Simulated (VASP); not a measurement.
The system is Ba.

```
CELL_PARAMETERS angstrom
-2.51250 2.51250 2.51250
2.51250 -2.51250 2.51250
2.51250 2.51250 -2.51250
ATOMIC_POSITIONS crystal
Ba 0.00000 0.00000 0.00000
```

| Quantity | Value |
| --- | --- |
| Program | VASP 6.6.1 |
| Task | relaxation of cell and atoms |
| Functional | LDA |
| Potentials or basis | VASP PAW LDA potentials, release 64 (Ba_sv) |
| Cutoff | 600 eV |
| k mesh | 16 × 16 × 16 |
| Occupations | gaussian, width 0.1 eV |
| Spin | no spin polarisation |

At the start: pressure -1.3 GPa; volume 63.44 Å³/atom.

Problem. How do energy, volume and symmetry change on relaxing?

Solution. Over 4 steps the energy falls by 41.1 meV/atom and the volume is 54.30 Å³/atom (-14.4 %); space group Im-3m (No. 229, to 0.1 Å) before and after.

Step by step:
| step | energy change (eV) | largest force (eV/Å) | pressure (GPa) | volume (Å³) |
| --- | --- | --- | --- | --- |
| 1 | 0.0000 | 0.0000 | -1.30 | 63.44 |
| 2 | -0.0299 | 0.0000 | -0.76 | 58.84 |
| 3 | -0.0410 | 0.0000 | -0.09 | 54.81 |
| 4 | -0.0411 | 0.0000 | 0.00 | 54.30 |

Final structure:
```
Ba
1.0
    -2.38552    2.38552    2.38552
     2.38552   -2.38552    2.38552
     2.38552    2.38552   -2.38552
Ba
1
Direct
  0.00000 0.00000 0.00000
```
